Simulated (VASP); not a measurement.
Set up this calculation in VASP 6.6.1, as the native input.

```yaml
Task: single point
Functional: PBE
Potentials_or_basis: VASP PAW PBE potentials, release 64 (B)
Cutoff: 520 eV
k_mesh: 12 × 12 × 2
Occupations: gaussian, width 0.1 eV
Spin: no spin polarisation
Dipole_correction: no
Further_INCAR_settings: ALGO = Normal; EDIFF = 1e-06; NBANDS = 20
```

The structure of B lies in POSCAR:

```
B
1.0
    2.3913089555      0.0000000000      0.0000000000
   -1.1956544777      2.0709343037      0.0000000000
    0.0000000000      0.0000000000      9.1757938632
B
7
Direct
    0.0000000000      0.0000000000      0.0000000000
    0.3333333333      0.6666666667      0.1464810808
    0.0000000000      0.0000000000      0.2870894533
    0.6666666667      0.3333333333      0.4318892185
    0.3333333333      0.6666666667      0.5681107815
    0.0000000000      0.0000000000      0.7129105467
    0.6666666667      0.3333333333      0.8535189192
```

The cell was generated, and may not be a known phase.

One way to write it, as run:

INCAR

```
PREC = Accurate
ENCUT = 520
EDIFF = 1E-6
ISMEAR = 0
SIGMA = 0.1
LREAL = F
LASPH = T
NELM = 80
ALGO = Normal
ISIF = 2
LWAVE = F
LCHARG = T
GGA = PE
LELF = T
LVHAR = T
NBANDS = 20
```

KPOINTS

```
regular mesh
0
Gamma
  12 12 2
```

Potentials or basis: VASP PAW PBE potentials, release 64 (B).

Command:

```bash
$ cat potpaw_PBE.64/B/POTCAR > POTCAR
$ mpirun -np 1 vasp_std > vasp.out
```

Results of the run:

```json
{
  "Pressure": "0.1 GPa",
  "Largest force": "0.027 eV/Å",
  "Band gap on the k mesh": "zero (an odd number of electrons rules out a gap without spin polarisation)"
}
```

It took 26 s on 1 thread of Intel(R) Xeon(R) Platinum 8488C (Sapphire Rapids) (shared host), peak memory 0.16 GiB.
